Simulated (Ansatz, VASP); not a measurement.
**Two plane-wave programs on Si4Cl**

```xyz
5
Lattice="3.1644 1.8270 2.9304 -3.1644 1.8270 2.9304 0.0000 -3.6540 2.9304" Properties=species:S:1:pos:R:3 pbc="T T T"
Si    1.9953   -1.1520    6.9536
Si    0.0000    2.3040    6.9536
Si   -1.9953   -1.1520    6.9536
Si    0.0000    0.0000    6.2937
Cl    0.0000    0.0000    4.1582
```

Alike in both runs: functional PBE; k mesh 4 × 4 × 4; occupations gaussian, width 0.2 eV; no spin polarisation.

Ansatz relaxed the structure, and its values are those at the end. VASP's run is a single point on that final structure, the one shown.

```csv
,VASP,Ansatz
version,VASP 6.6.1,Ansatz 0.2.0
potentials or method,"VASP PAW PBE potentials, release 64 (Si, Cl), cutoff 500 eV","scalar-relativistic, plane waves, PAW"
valence electrons in the cell,23,23
```

|  | VASP | Ansatz | Ansatz less VASP |
| --- | --- | --- | --- |
| gap on the k mesh at the Fermi level (eV) | none | none | - |
| pressure (GPa) | 0.0 | 0.1 | +0.09 |
| rms of the force components (eV/Å) | 0.017 | 0.009 | -0.0088 |

A gap of «none» marks a metal or a gap that the smearing closes. With one functional, cell and mesh, what is left measures potentials, basis and numerics.
